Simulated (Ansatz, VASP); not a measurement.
# AlAs in VASP and in Ansatz

```xyz
2
Lattice="0.0000 2.8639 2.8639 2.8639 0.0000 2.8639 2.8639 2.8639 0.0000" Properties=species:S:1:pos:R:3 pbc="T T T"
Al    0.0000    0.0000    0.0000
As    1.4319    1.4319    1.4319
```

Alike in both runs: functional PBE; k mesh 8 × 8 × 8; occupations gaussian, width 0.02 eV; no spin polarisation.

Ansatz relaxed the structure, and its values are those at the end. VASP's run is a single point on that final structure, the one shown.

|  | VASP | Ansatz |
| --- | --- | --- |
| version | VASP 6.6.1 | Ansatz 0.2.0 |
| potentials or method | VASP PAW PBE potentials, release 64 (Al, As), cutoff 500 eV | scalar-relativistic, plane waves, PAW |
| valence electrons in the cell | 8 | 18 |

Ansatz gave:

| Item | Value |
| --- | --- |
| gap on the k mesh at the Fermi level (eV) | 1.50 |
| least direct gap on the mesh (eV) | 1.78 |
| pressure (GPa) | 0.0 |

Problem. What did VASP give for the same quantities?

Solution. gap on the k mesh at the Fermi level (eV): 1.49; least direct gap on the mesh (eV): 1.78; pressure (GPa): 0.2.

VASP's potentials hold 8 valence electrons a cell and Ansatz's 18, so a difference there can come from the potentials and not from the codes.
